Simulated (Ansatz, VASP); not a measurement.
## One calculation of SrO, two programs

```
CELL_PARAMETERS angstrom
0.00000 2.56630 2.56630
2.56630 0.00000 2.56630
2.56630 2.56630 0.00000
ATOMIC_POSITIONS crystal
Sr 0.50000 0.50000 0.50000
O 0.00000 0.00000 0.00000
```

Alike in both runs: task single point; functional r2SCAN; k mesh 8 × 8 × 8; occupations gaussian, width 0.02 eV; no spin polarisation.

|  | VASP | Ansatz |
| --- | --- | --- |
| version | VASP 6.6.1 | Ansatz 0.2.0 |
| potentials or method | VASP PAW PBE potentials, release 64 (Sr_sv, O), cutoff 520 eV | scalar-relativistic, plane waves, PAW |
| valence electrons in the cell | 16 | 16 |

|  | VASP | Ansatz | Ansatz less VASP |
| --- | --- | --- | --- |
| gap on the k mesh at the Fermi level (eV) | 3.74 | 3.79 | +0.054 |
| least direct gap on the mesh (eV) | 3.82 | 3.86 | +0.041 |
| pressure (GPa) | 2.1 | 1.5 | -0.57 |

VASP's potentials were made for PBE, not for r2SCAN.
